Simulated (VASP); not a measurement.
# BaS (Fm-3m) in VASP: a series of runs

The runs below take BaS through single point, with PBEsol, r2SCAN.

Program: VASP 6.6.1. These are calculated values, not measurements. Logs are shortened: lines on timing, memory, paths and dates and some standing lists are left out, and cuts for length are marked.

## (1) The cell of the first run

The structure is cubic, space group Fm-3m (No. 225). The conventional cell has a = 6.332 Å, b = 6.332 Å, c = 6.332 Å, α = 90.00°, β = 90.00°, γ = 90.00°. Ba (site symmetry m-3m) has 6 S at 3.17 Å within 4.2 Å. Within 4.2 Å of S (site symmetry m-3m) lie 6 Ba at 3.17 Å.

## (2) Single point, PBEsol

File INCAR:

```
SYSTEM = BaS
  PREC = Accurate
  ENCUT = 520
  EDIFF = 1E-6
  ISMEAR = -1
  SIGMA = 0.05
  LREAL = .False.
  LASPH = .True.
  NELM = 100
  ALGO = Normal
  ISIF = 2
  LWAVE = .False.
  LCHARG = .False.
  GGA = PS
  NBANDS = 15
```

File KPOINTS:

```
Automatic mesh
0
Gamma
  7 7 7
  0 0 0
```

File POSCAR:

```
BaS
1.0
    0.0000000000      3.1660320000      3.1660320000
    3.1660320000      0.0000000000      3.1660320000
    3.1660320000      3.1660320000      0.0000000000
Ba S
1 1
Direct
    0.0000000000      0.0000000000      0.0000000000
    0.5000000000      0.5000000000      0.5000000000
```

Potentials or basis: VASP PAW PBE potentials, release 64 (Ba_sv, S).

Run with:

```bash
$ cat potpaw_PBE.64/Ba_sv/POTCAR potpaw_PBE.64/S/POTCAR > POTCAR
$ mpirun -np 1 vasp_std > vasp.out
```

OUTCAR:

```text
SYSTEM = BaS
   PREC = Accurate
   ENCUT = 520
   EDIFF = 1E-6
   ISMEAR = -1
   LREAL = .False.
   LASPH = .True.
   NELM = 100
   ISIF = 2
   GGA = PS

 ion  position               nearest neighbor table
   1  0.000  0.000  0.000-   2 3.17   2 3.17   2 3.17   2 3.17   2 3.17   2 3.17
   2  0.500  0.500  0.500-   1 3.17   1 3.17   1 3.17   1 3.17   1 3.17   1 3.17

  LATTYP: Found a face centered cubic cell.
 ALAT       =     6.3320640000

  Lattice vectors:

 A1 = (   0.0000000000,   3.1660320000,   3.1660320000)
 A2 = (   3.1660320000,   0.0000000000,   3.1660320000)
 A3 = (   3.1660320000,   3.1660320000,   0.0000000000)

Analysis of symmetry for initial positions (statically):
=====================================================================
 Subroutine PRICEL returns:
 Original cell was already a primitive cell.

 Routine SETGRP: Setting up the symmetry group for a
 face centered cubic supercell.

 Subroutine GETGRP returns: Found 48 space group operations
 (whereof 48 operations were pure point group operations)
 out of a pool of 48 trial point group operations.

The static configuration has the point symmetry O_h .

Analysis of symmetry for dynamics (positions and initial velocities):
=====================================================================
 Subroutine PRICEL returns:
 Original cell was already a primitive cell.

 Routine SETGRP: Setting up the symmetry group for a
 face centered cubic supercell.

 Subroutine GETGRP returns: Found 48 space group operations
 (whereof 48 operations were pure point group operations)
 out of a pool of 48 trial point group operations.

The dynamic configuration has the point symmetry O_h .

 Subroutine INISYM returns: Found 48 space group operations
 (whereof 48 operations are pure point group operations),
 and found     1 'primitive' translations

----------------------------------------------------------------------------------------

                                     Primitive cell

  volume of cell :      63.4711

  direct lattice vectors                    reciprocal lattice vectors
     0.000000000  3.166032000  3.166032000    -0.157926389  0.157926389  0.157926389
     3.166032000  0.000000000  3.166032000     0.157926389 -0.157926389  0.157926389
     3.166032000  3.166032000  0.000000000     0.157926389  0.157926389 -0.157926389

  length of vectors
     4.477445393  4.477445393  4.477445393     0.273536529  0.273536529  0.273536529

  position of ions in fractional coordinates (direct lattice)
     0.000000000  0.000000000  0.000000000
     0.500000000  0.500000000  0.500000000

  ion indices of the primitive-cell ions
   primitive index   ion index
                 1           1
                 2           2

----------------------------------------------------------------------------------------

 KPOINTS: Automatic mesh

Automatic generation of k-mesh.
 Grid dimensions read from file:
 generate k-points for:    7    7    7

 Generating k-lattice:

  Cartesian coordinates                     Fractional coordinates (reciprocal lattice)
    -0.022560913  0.022560913  0.022560913     0.142857143  0.000000000  0.000000000
     0.022560913 -0.022560913  0.022560913     0.000000000  0.142857143  0.000000000
     0.022560913  0.022560913 -0.022560913     0.000000000  0.000000000  0.142857143

  Length of vectors
     0.039076647  0.039076647  0.039076647

  Shift w.r.t. Gamma in fractional coordinates (k-lattice)
     0.000000000  0.000000000  0.000000000

 Subroutine IBZKPT returns following result:
 ===========================================

 Found     20 irreducible k-points:

 Following reciprocal coordinates:
            Coordinates               Weight
  0.000000  0.000000  0.000000      1.000000
  0.142857  0.000000  0.000000      8.000000
  0.285714  0.000000  0.000000      8.000000
  0.428571  0.000000  0.000000      8.000000
  0.142857  0.142857  0.000000      6.000000
  0.285714  0.142857  0.000000     24.000000
[... 12 lines left out ...]
 -0.428571  0.428571  0.142857     24.000000
 -0.285714  0.428571  0.142857     24.000000
   k-points           NKPTS =     20   k-points in BZ     NKDIM =     20   number of bands    NBANDS=     15
   number of dos      NEDOS =    301   number of ions     NIONS =      2
   total plane-waves  NPLWV =  46656
   dimension x,y,z NGX =    36 NGY =   36 NGZ =   36
   dimension x,y,z NGXF=    72 NGYF=   72 NGZF=   72
   ions per type =               1   1
   NGX,Y,Z   is equivalent  to a cutoff of  13.37, 13.37, 13.37 a.u.
   NGXF,Y,Z  is equivalent  to a cutoff of  26.73, 26.73, 26.73 a.u.
 SYSTEM =  BaS
   PREC   = accura    normal or accurate (medium, high low for compatibility)
   ISTART =      0    job   : 0-new  1-cont  2-samecut
   ICHARG =      2    charge: 1-file 2-atom 10-const
   ISPIN  =      1    spin polarized calculation?
   LNONCOLLINEAR =      F non collinear calculations
   LSORBIT =      F    spin-orbit coupling
   LASPH  =      T    aspherical Exc in radial PAW
   ENCUT  =  520.0 eV  38.22 Ry    6.18 a.u.   8.33  8.33  8.33*2*pi/ulx,y,z
   NELM   =    100;   NELMIN=  2; NELMDL= -5     # of ELM steps
   EDIFF  = 0.1E-05   stopping-criterion for ELM
   LREAL  =      F    real-space projection
   EDIFFG = 0.1E-04   stopping-criterion for IOM
   NSW    =      0    number of steps for IOM
   IBRION =     -1    ionic relax: 0-MD 1-quasi-New 2-CG
   NFREE  =      0    steps in history (QN), initial steepest desc. (CG)
   ISIF   =      2    stress and relaxation
   ISYM   =      2    0-nonsym 1-usesym 2-fastsym
   POTIM  = 0.5000    time-step for ionic-motion
   TEBEG  =    0.0;   TEEND  =   0.0 temperature during run
   PSTRESS=    0.0 pullay stress
   NELECT =      16.0000    total number of electrons
   NUPDOWN=      -1.0000    fix difference up-down
   EMIN   =  10.00;   EMAX   =-10.00  energy-range for DOS
   EFERMI =   0.00;   METHOD = LEGACY
   ISMEAR =    -1;   SIGMA  =   0.05  broadening in eV -4-tet -1-fermi 0-gaus
   EFERMI_NEDOS =   21; number of points for ismear=-14 and -15
   IALGO  =     38    algorithm
   IMIX   =      4    mixing-type and parameters
     AMIX     =   0.40;   BMIX     =  1.00
     AMIX_MAG =   1.60;   BMIX_MAG =  1.00
  volume/ion in A,a.u.               =      31.74       214.16
  Fermi-wavevector in a.u.,A,eV,Ry     =   1.034164  1.954287 14.551373  1.069496
  Thomas-Fermi vector in A             =   2.168446
   LORBIT       =      0    0 simple, 1 ext, 2 COOP (PROOUT), +10 PAW based schemes
   GGA     = PS    functional components
   LHFCALC =     F    Hartree Fock is set to
   AEXX    =    0.0000 exact exchange contribution
   IVDW    =     0    specifies the selected vdW correction
   LEPSILON=     F    determine dielectric tensor
   LRPA    =     F    only Hartree local field effects (RPA)
 non-spin polarized calculation
  energy-cutoff  :      520.00
  volume of cell :       63.47
 maximum number of plane-waves:      1729
 NGX is ok and might be reduce to    36
   NGX = 17   NGY = 17   NGZ = 17

 number of electron      15.9999999 magnetization

 Free energy of the ion-electron system (eV)
  ---------------------------------------------------
  ext. energy  EPLUGINS =         0.00000000
  ---------------------------------------------------
  free energy    TOTEN  =       -10.71723675 eV

  energy without entropy =      -10.71723675  energy(sigma->0) =      -10.71723675

 E-fermi :   2.4764     XC(G=0):  -8.9328

 val. band max:        1.4805188766   @ k =   0.0000   0.0000   0.0000
 cond. band min:       3.4750739171   @ k =   0.4286   0.4286   0.0000
 fundamental gap:      1.9945550406
 Fermi energy:         2.4763970790

 k-point     1 :       0.0000    0.0000    0.0000
  band No.  band energies     occupation
      1     -24.4753      2.00000
      2      -9.5144      2.00000
      3      -9.5144      2.00000
      4      -9.5144      2.00000
      5      -8.9135      2.00000
      6       1.4805      2.00000
      7       1.4805      2.00000
      8       1.4805      2.00000
      9       5.0154      0.00000
     10       5.2639      0.00000
     11       5.2639      0.00000
     12       5.2639      0.00000
     13       6.2461      0.00000
     14       6.2461      0.00000
     15      10.0340      0.00000

 k-point     2 :       0.1429    0.0000    0.0000
  band No.  band energies     occupation
      1     -24.4656      2.00000
      2      -9.9614      2.00000
      3      -9.5226      2.00000
      4      -9.5226      2.00000
      5      -8.4491      2.00000
      6       0.9326      2.00000
      7       1.1937      2.00000
      8       1.1937      2.00000
      9       5.2714      0.00000
     10       5.5798      0.00000
     11       5.5798      0.00000
     12       5.8064      0.00000
     13       6.8636      0.00000
     14       6.8636      0.00000
     15      10.8775      0.00000

 k-point     3 :       0.2857    0.0000    0.0000
  band No.  band energies     occupation
      1     -24.4435      2.00000
      2     -10.4761      2.00000
      3      -9.5406      2.00000
      4      -9.5406      2.00000
      5      -7.8915      2.00000
      6       0.0532      2.00000
      7       0.6884      2.00000
      8       0.6884      2.00000
      9       5.6285      0.00000
     10       6.4486      0.00000
     11       6.4486      0.00000
     12       7.1951      0.00000
     13       8.3348      0.00000
     14       8.3348      0.00000
     15      12.1343      0.00000

 k-point     4 :       0.4286    0.0000    0.0000
  band No.  band energies     occupation
      1     -24.4256      2.00000
      2     -10.7678      2.00000
      3      -9.5549      2.00000
      4      -9.5549      2.00000
      5      -7.5610      2.00000
      6      -0.4996      2.00000
      7       0.3641      2.00000
      8       0.3641      2.00000
      9       6.5056      0.00000
     10       7.5160      0.00000
     11       7.5758      0.00000
     12       7.5758      0.00000
     13       9.9558      0.00000
     14       9.9558      0.00000
     15      11.1484      0.00000
[... 235 lines left out ...]
 k-point    18 :      -0.4286    0.2857    0.1429
  band No.  band energies     occupation
      1     -24.4153      2.00000
      2     -10.5024      2.00000
      3      -9.7685      2.00000
      4      -9.6501      2.00000
      5      -7.9340      2.00000
      6       0.0166      2.00000
      7       0.5653      2.00000
      8       0.8566      2.00000
      9       5.4966      0.00000
     10       6.6992      0.00000
     11       7.9761      0.00000
     12       8.1753      0.00000
     13       9.4126      0.00000
     14      10.5187      0.00000
     15      10.8215      0.00000

 k-point    19 :      -0.4286    0.4286    0.1429
  band No.  band energies     occupation
      1     -24.4100      2.00000
      2     -10.2115      2.00000
      3      -9.8255      2.00000
      4      -9.7853      2.00000
      5      -8.3224      2.00000
      6       0.5800      2.00000
      7       0.8464      2.00000
      8       1.1268      2.00000
      9       4.3457      0.00000
     10       7.3145      0.00000
     11       7.6997      0.00000
     12       8.7199      0.00000
     13       8.9432      0.00000
     14       9.6195      0.00000
     15      10.9835      0.00000

 k-point    20 :      -0.2857    0.4286    0.1429
  band No.  band energies     occupation
      1     -24.4084      2.00000
      2     -10.2573      2.00000
      3      -9.9256      2.00000
      4      -9.7606      2.00000
      5      -8.1428      2.00000
      6       0.2716      2.00000
      7       0.8731      2.00000
      8       0.9592      2.00000
      9       5.3228      0.00000
     10       6.2723      0.00000
     11       7.9777      0.00000
     12       8.6213      0.00000
     13       8.8066      0.00000
     14      10.7810      0.00000
     15      11.7535      0.00000

------------------------ aborting loop because EDIFF is reached ----------------------------------------

  FORCE on cell =-STRESS in cart. coord.  units (eV):
  Direction    XX          YY          ZZ          XY          YZ          ZX
  --------------------------------------------------------------------------------------
  -------------------------------------------------------------------------------------
  Total        0.2684490      0.2684490      0.2684490      0.0000000      0.0000000      0.0000000
  in kB        6.7763596      6.7763596      6.7763596      0.0000000      0.0000000      0.0000000
  external PRESSURE =       6.7763596 kB  Pullay stress =       0.0000000 kB

 VOLUME and BASIS-vectors are now :
 -----------------------------------------------------------------------------
  energy-cutoff  :      520.00
  volume of cell :       63.47
      direct lattice vectors                 reciprocal lattice vectors
     0.000000000  3.166032000  3.166032000    -0.157926389  0.157926389  0.157926389
     3.166032000  0.000000000  3.166032000     0.157926389 -0.157926389  0.157926389
     3.166032000  3.166032000  0.000000000     0.157926389  0.157926389 -0.157926389

 POSITION                                       TOTAL-FORCE (eV/Angst)
 -----------------------------------------------------------------------------------
      0.00000      0.00000      0.00000        -0.000000      0.000000      0.000000
      3.16603      3.16603      3.16603         0.000000     -0.000000     -0.000000
 -----------------------------------------------------------------------------------
    total drift:                                0.000000      0.000000      0.000000

  FREE ENERGIE OF THE ION-ELECTRON SYSTEM (eV)
  ---------------------------------------------------
  free  energy   TOTEN  =       -10.7172367470 eV

  energy  without entropy=      -10.7172367469  energy(sigma->0) =      -10.71723675
```

It took 18 s on 1 thread of AMD EPYC 7R13 (Zen 3), shared host; peak memory 0.18 GiB.

What came out:

```yaml
Free_energy: -10.7172 eV
Pressure: 0.7 GPa
Band_gap_on_the_k_mesh: 1.99 eV, indirect (least direct gap 2.13 eV)
```

Caveat: the PAW data sets were made with another functional, which shifts forces and pressure a little; spin-orbit coupling is left out, which moves the levels of the heavy elements.

## (3) Single point, r2SCAN

POSCAR is that of step 2.

File INCAR.step1:

```
  ALGO = Normal
  EDIFF = 1E-4
  ENCUT = 520
  GGA = PE
  ISMEAR = -1
  LASPH = T
  LCHARG = F
  LREAL = F
  LWAVE = T
  NBANDS = 15
  NELM = 60
  PREC = Accurate
  SIGMA = 0.05
```

File INCAR.step2:

```
  ALGO = Normal
  EDIFF = 1E-6
  ENCUT = 520
  ISIF = 2
  ISMEAR = -1
  ISTART = 1
  LASPH = T
  LCHARG = F
  LMIXTAU = T
  LREAL = F
  LWAVE = F
  METAGGA = R2SCAN
  NBANDS = 15
  NELM = 60
  PREC = Accurate
  SIGMA = 0.05
```

File KPOINTS:

```
k-points
0
Gamma
  7 7 7
```

Potentials or basis: VASP PAW PBE potentials, release 64 (Ba_sv, S).

Run with:

```bash
$ cat potpaw_PBE.64/Ba_sv/POTCAR potpaw_PBE.64/S/POTCAR > POTCAR
$ cp INCAR.step1 INCAR
$ mpirun -np 1 vasp_std > vasp.out
$ cp INCAR.step2 INCAR
$ mpirun -np 1 vasp_std > vasp.out
```

OUTCAR:

```text
EDIFF = 1E-6
   ENCUT = 520
   ISIF = 2
   ISMEAR = -1
   ISTART = 1
   LASPH = T
   LREAL = F
   METAGGA = R2SCAN
   NELM = 60
   PREC = Accurate

 ion  position               nearest neighbor table
   1  0.000  0.000  0.000-   2 3.17   2 3.17   2 3.17   2 3.17   2 3.17   2 3.17
   2  0.500  0.500  0.500-   1 3.17   1 3.17   1 3.17   1 3.17   1 3.17   1 3.17

  LATTYP: Found a face centered cubic cell.
 ALAT       =     6.3320640000

  Lattice vectors:

[... 541 lines left out ...]

  FORCE on cell =-STRESS in cart. coord.  units (eV):
  Direction    XX          YY          ZZ          XY          YZ          ZX
  --------------------------------------------------------------------------------------
  -------------------------------------------------------------------------------------
  Total        1.1108359      1.1108359      1.1108359     -0.0000000      0.0000000      0.0000000
  in kB       28.0404260     28.0404260     28.0404260     -0.0000000      0.0000000      0.0000000
  external PRESSURE =      28.0404260 kB  Pullay stress =       0.0000000 kB

 VOLUME and BASIS-vectors are now :
 -----------------------------------------------------------------------------
  energy-cutoff  :      520.00
  volume of cell :       63.47
      direct lattice vectors                 reciprocal lattice vectors
     0.000000000  3.166032000  3.166032000    -0.157926389  0.157926389  0.157926389
     3.166032000  0.000000000  3.166032000     0.157926389 -0.157926389  0.157926389
     3.166032000  3.166032000  0.000000000     0.157926389  0.157926389 -0.157926389

 POSITION                                       TOTAL-FORCE (eV/Angst)
 -----------------------------------------------------------------------------------
      0.00000      0.00000      0.00000         0.000000     -0.000000      0.000000
      3.16603      3.16603      3.16603        -0.000000      0.000000     -0.000000
 -----------------------------------------------------------------------------------
    total drift:                                0.000000      0.000000      0.000000

  FREE ENERGIE OF THE ION-ELECTRON SYSTEM (eV)
  ---------------------------------------------------
  free  energy   TOTEN  =       -39.1762724659 eV

  energy  without entropy=      -39.1762724659  energy(sigma->0) =      -39.17627247
```

OUTCAR.step1:

```text
EDIFF = 1E-4
   ENCUT = 520
   GGA = PE
   ISMEAR = -1
   LASPH = T
   LREAL = F
[... 572 lines left out ...]
 -----------------------------------------------------------------------------------
      0.00000      0.00000      0.00000         0.000000      0.000000     -0.000000
      3.16603      3.16603      3.16603         0.000000      0.000000      0.000000
 -----------------------------------------------------------------------------------
    total drift:                                0.000000      0.000000      0.000000

  FREE ENERGIE OF THE ION-ELECTRON SYSTEM (eV)
  ---------------------------------------------------
  free  energy   TOTEN  =       -10.1627210687 eV

  energy  without entropy=      -10.1627210687  energy(sigma->0) =      -10.16272107
```

OSZICAR.step1:

```text
N       E                     dE             d eps       ncg     rms          rms(c)
DAV:   1     0.798311544566E+02    0.79831E+02   -0.68361E+03   600   0.928E+02
DAV:   2    -0.628202658744E+01   -0.86113E+02   -0.78263E+02   810   0.169E+02
DAV:   3    -0.105717159213E+02   -0.42897E+01   -0.42644E+01   844   0.397E+01
DAV:   4    -0.106341636605E+02   -0.62448E-01   -0.62435E-01   757   0.481E+00
DAV:   5    -0.106360307753E+02   -0.18671E-02   -0.18671E-02   827   0.651E-01    0.499E+00
DAV:   6    -0.101470210025E+02    0.48901E+00   -0.66750E-01   698   0.492E+00    0.344E+00
DAV:   7    -0.101482124990E+02   -0.11915E-02   -0.18623E-01   742   0.243E+00    0.215E+00
DAV:   8    -0.101615598863E+02   -0.13347E-01   -0.24010E-02   698   0.113E+00    0.206E-01
DAV:   9    -0.101618401279E+02   -0.28024E-03   -0.31665E-03   775   0.411E-01    0.134E-01
DAV:  10    -0.101626481538E+02   -0.80803E-03   -0.93717E-04   642   0.211E-01    0.364E-02
DAV:  11    -0.101627210687E+02   -0.72915E-04   -0.98707E-05   674   0.616E-02
   1 F= -.10162721E+02 E0= -.10162721E+02  d E =-.546884E-10
```

It took 74 s on 1 thread of AMD EPYC 7R13 (Zen 3), shared host; peak memory 0.19 GiB.

Results:

* Free energy: -39.1763 eV
* Pressure: 2.8 GPa
* Band gap on the k mesh: 2.48 eV, indirect (least direct gap 2.61 eV)

Levels at points of the mesh, in eV from the valence-band top:
```csv
k point,band 4,band 5,band 6,band 7,band 8,band 9,band 10,band 11,band 12,band 13
"(0.00, 0.00, 0.00)",-11.36,-10.84,0.00,0.00,0.00,4.31,4.31,4.31,4.36,5.37
```

Caveat: the PAW data sets were made with another functional, which shifts forces and pressure a little; spin-orbit coupling is left out, which moves the levels of the heavy elements.
